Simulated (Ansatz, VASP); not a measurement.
One calculation of Ge, two programs

The input POSCAR:

```
Ge
1.0
    4.0045997429      0.0000000000      0.0000000000
   -2.0022998715      3.4680851094      0.0000000000
    0.0000000000      0.0000000000     13.1336304066
Ge
8
Direct
    0.0000000000      0.0000000000      0.0004863076
    0.3333333333      0.6666666667      0.2495876104
    0.0000000000      0.0000000000      0.5004863076
    0.6666666667      0.3333333333      0.7495876104
    0.0000000000      0.0000000000      0.1870136924
    0.3333333333      0.6666666667      0.4379123896
    0.0000000000      0.0000000000      0.6870136924
    0.6666666667      0.3333333333      0.9379123896
```

INCAR.step1

```
SYSTEM = Ge
PREC = Accurate
ENCUT = 520
ISMEAR = -1
SIGMA = 0.02
LREAL = .False.
LASPH = .True.
NELM = 60
NBANDS = 66
GGA = PE
ALGO = Normal
EDIFF = 1E-4
LWAVE = .True.
LCHARG = .False.
```

Contents of INCAR.step2:

```
SYSTEM = Ge
PREC = Accurate
ENCUT = 520
EDIFF = 1E-6
ISMEAR = -1
SIGMA = 0.02
LREAL = .False.
LASPH = .True.
NELM = 60
ALGO = Normal
ISIF = 2
LWAVE = .False.
LCHARG = .False.
METAGGA = R2SCAN
LMIXTAU = .True.
NBANDS = 66
ISTART = 1
```

The input KPOINTS:

```
regular mesh
0
Gamma
  12 12 2
  0 0 0
```

Input for Ansatz:

```yaml
crystal:
  lattice:
    - [4.0045997429, 0.0, 0.0]
    - [-2.0022998715, 3.4680851094, 0.0]
    - [0.0, 0.0, 13.1336304066]
  atoms:
    - { symbol: Ge, position: [0.0, 0.0, 0.0004863076] }
    - { symbol: Ge, position: [0.3333333333, 0.6666666667, 0.2495876104] }
    - { symbol: Ge, position: [0.0, 0.0, 0.5004863076] }
    - { symbol: Ge, position: [0.6666666667, 0.3333333333, 0.7495876104] }
    - { symbol: Ge, position: [0.0, 0.0, 0.1870136924] }
    - { symbol: Ge, position: [0.3333333333, 0.6666666667, 0.4379123896] }
    - { symbol: Ge, position: [0.0, 0.0, 0.6870136924] }
    - { symbol: Ge, position: [0.6666666667, 0.3333333333, 0.9379123896] }
kpoints:
  mp_grid: { grid: [12, 12, 2] }
  band_path:
    path:
      - [0.0, 0.0, 0.0]
      - [0.5, 0.0, 0.0]
      - [0.3333333333, 0.3333333333, 0.0]
      - [0.0, 0.0, 0.5]
      - [0.5, 0.0, 0.5]
      - [0.3333333333, 0.3333333333, 0.5]
      - [0.0, 0.0, 0.1]
      - [0.0, 0.0, 0.05]
    npoints: 1
hamiltonian:
  xc: r2scan
scf:
  occupations: { method: fermi_dirac, width: 0.02 }
  n_extra_bands: 6
output:
  forces: true
  stress: true
  eigenvalues: true
```

Alike in both runs: task single point; functional r2SCAN; k mesh 12 × 12 × 2; occupations fermi-dirac, width 0.02 eV; no spin polarisation.

```csv
,VASP,Ansatz
version,VASP 6.6.1,Ansatz 0.2.0
potentials or method,"VASP PAW PBE potentials, release 64 (Ge_d)","plane waves, PAW"
plane-wave cutoff (eV),520,500
valence electrons in the cell,112,112
```

|  | VASP | Ansatz | Ansatz less VASP |
| --- | --- | --- | --- |
| pressure (GPa) | 0.1 | 0.1 | -0.08 |
| traceless stress, the component that is largest in VASP (GPa) | 0.11 | 0.12 | +0.007 |
| rms of the force components (eV/Å) | 0.011 | 0.008 | -0.0034 |

VASP's potentials were made for PBE, not for r2SCAN. Atom by atom the forces differ by 0.004 eV/Å (rms over components). The functional is the same, so the differences come from potentials, cutoffs and numerics.
